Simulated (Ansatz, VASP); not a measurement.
## One calculation of InPd, two programs

INCAR

```
ALGO     = Fast           # electronic algorithm
EDIFF    = 1E-6           # SCF threshold, eV
ENCUT    = 520            # plane-wave cutoff, eV
GGA      = PE             # functional
ISIF     = 2              # what is computed and relaxed
ISMEAR   = 0              # smearing method
LASPH    = T              # aspherical terms in the spheres
LCHARG   = F              # write CHGCAR
LREAL    = F              # projectors in reciprocal space
LWAVE    = F              # write WAVECAR
NBANDS   = 18             # bands
NELM     = 60             # most SCF steps
PREC     = Accurate       # precision mode
SIGMA    = 0.15           # smearing width, eV
```

File KPOINTS:

```
k-points
0
Gamma
  14 14 14
```

Contents of POSCAR:

```
InPd
1.0
    3.2718847800      0.0000000000      0.0000000000
    0.0000000000      3.2718847800      0.0000000000
    0.0000000000      0.0000000000      3.2718847800
In Pd
1 1
Direct
    0.0114612838      0.0000000000      0.0000000000
    0.5000000000      0.5000000000      0.5000000000
```

Input for Ansatz:

```yaml
crystal:
  lattice:
    - [3.27188478, 0.0, 0.0]
    - [0.0, 3.27188478, 0.0]
    - [0.0, 0.0, 3.27188478]
  atoms:
    - { symbol: In, position: [0.0114612838, 0.0, 0.0] }
    - { symbol: Pd, position: [0.5, 0.5, 0.5] }
basis:
  ecutwfc: 420
kpoints:
  mp_grid: { grid: [14, 14, 14] }
hamiltonian:
  xc: pbe
scf:
  occupations: { method: gaussian, width: 0.15 }
output:
  forces: true
  stress: true
  eigenvalues: true
```

Change from the starting cell: all In atoms moved +0.037 Å, as atom 1 along Cartesian [1 0 0].

Alike in both runs: task single point; functional PBE; k mesh 14 × 14 × 14; occupations gaussian, width 0.15 eV; no spin polarisation.

```csv
,VASP,Ansatz
version,VASP 6.6.1,Ansatz 0.2.0
potentials or method,"VASP PAW PBE potentials, release 64 (In_d, Pd), cutoff 520 eV","scalar-relativistic, plane waves, PAW"
valence electrons in the cell,23,31
```

```csv
,VASP,Ansatz,Ansatz less VASP
gap on the k mesh at the Fermi level (eV),none,none,-
pressure (GPa),3.8,3.8,-0.01
rms of the force components (eV/Å),0.092,0.090,-0.0016
```

Atom by atom the forces differ by 0.002 eV/Å (rms over components). A gap of «none» marks a metal or a gap that the smearing closes. With one functional, cell and mesh, what is left measures potentials, basis and numerics. VASP's potentials hold 23 valence electrons a cell and Ansatz's 31, so a difference there can come from the potentials and not from the codes.
